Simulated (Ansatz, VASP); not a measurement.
Si in VASP and in Ansatz

Contents of INCAR:

```
SYSTEM = Si
PREC     = Accurate       ! precision mode
ENCUT    = 520            ! plane-wave cutoff, eV
EDIFF    = 1E-6           ! SCF threshold, eV
ISMEAR   = 0              ! smearing method
SIGMA    = 0.05           ! smearing width, eV
LREAL    = Auto         
LASPH    = .True.         ! aspherical terms in the spheres
NELM     = 100            ! most SCF steps
ALGO     = Normal         ! electronic algorithm
ISIF     = 2              ! what is computed and relaxed
LWAVE    = .False.        ! write WAVECAR
LCHARG   = .False.        ! write CHGCAR
LDIPOL   = .True.       
IDIPOL   = 3            
DIPOL    = 0.5 0.5 0.286
GGA      = PE             ! functional
IVDW     = 12             ! dispersion correction
NBANDS   = 46             ! bands
```

KPOINTS

```
regular mesh
0
Gamma
  4 4 1
  0 0 0
```

POSCAR

```
Si
1.0
    7.6666885535      0.0000000000      0.0000000000
    0.0000000000      7.6666885535      0.0000000000
    0.0000000000      0.0000000000     21.2034818118
Si
16
Direct
    0.0000000000      0.2500000000      0.1886482624
    0.0000000000      0.7500000000      0.1886482624
    0.5000000000      0.2500000000      0.1886482624
    0.5000000000      0.7500000000      0.1886482624
    0.0000000000      0.0000000000      0.2525666263
    0.0000000000      0.5000000000      0.2525666263
    0.5000000000      0.0000000000      0.2525666263
    0.5000000000      0.5000000000      0.2525666263
    0.2500000000      0.0000000000      0.3191936750
    0.2500000000      0.5000000000      0.3191936750
    0.7500000000      0.0000000000      0.3191936750
    0.7500000000      0.5000000000      0.3191936750
    0.2500000000      0.2500000000      0.3821769407
    0.2500000000      0.7500000000      0.3821769407
    0.7500000000      0.2500000000      0.3821769407
    0.7500000000      0.7500000000      0.3821769407
```

Input for Ansatz:

```yaml
crystal:
  lattice:
    - [7.6666885535, 0.0, 0.0]
    - [0.0, 7.6666885535, 0.0]
    - [0.0, 0.0, 21.2034818118]
  atoms:
    - { symbol: Si, position: [0.0, 0.25, 0.1886482624] }
    - { symbol: Si, position: [0.0, 0.75, 0.1886482624] }
    - { symbol: Si, position: [0.5, 0.25, 0.1886482624] }
    - { symbol: Si, position: [0.5, 0.75, 0.1886482624] }
    - { symbol: Si, position: [0.0, 0.0, 0.2525666263] }
    - { symbol: Si, position: [0.0, 0.5, 0.2525666263] }
    - { symbol: Si, position: [0.5, 0.0, 0.2525666263] }
    - { symbol: Si, position: [0.5, 0.5, 0.2525666263] }
    - { symbol: Si, position: [0.25, 0.0, 0.319193675] }
    - { symbol: Si, position: [0.25, 0.5, 0.319193675] }
    - { symbol: Si, position: [0.75, 0.0, 0.319193675] }
    - { symbol: Si, position: [0.75, 0.5, 0.319193675] }
    - { symbol: Si, position: [0.25, 0.25, 0.3821769407] }
    - { symbol: Si, position: [0.25, 0.75, 0.3821769407] }
    - { symbol: Si, position: [0.75, 0.25, 0.3821769407] }
    - { symbol: Si, position: [0.75, 0.75, 0.3821769407] }
basis:
  ecutwfc: 420
kpoints:
  mp_grid: { grid: [4, 4, 1] }
hamiltonian:
  xc: pbe
  pseudopotentials: { kind: paw, azcp: { folder: soft_1 } }
  dispersion: d3bj
scf:
  occupations: { method: gaussian, width: 0.05 }
output:
  forces: true
  eigenvalues: true
efield:
  axis: 3
  dipole_correction: true
  ramp_width: 0.04
```

Alike in both runs: task single point; functional PBE; dispersion D3(BJ); k mesh 4 × 4 × 1; occupations gaussian, width 0.05 eV; no spin polarisation.

|  | VASP | Ansatz |
| --- | --- | --- |
| version | VASP 6.6.1 | Ansatz 0.2.0 |
| potentials or method | VASP PAW PBE potentials, release 64 (Si), cutoff 520 eV | scalar-relativistic, plane waves, PAW |
| valence electrons in the cell | 64 | 64 |

```tsv
	VASP	Ansatz	Ansatz less VASP
gap on the k mesh at the Fermi level (eV)	none	none	-
rms of the force components (eV/Å)	0.048	0.049	+0.0011
```

Atom by atom the forces differ by 0.003 eV/Å (rms over components). A gap of «none» marks a metal or a gap that the smearing closes.
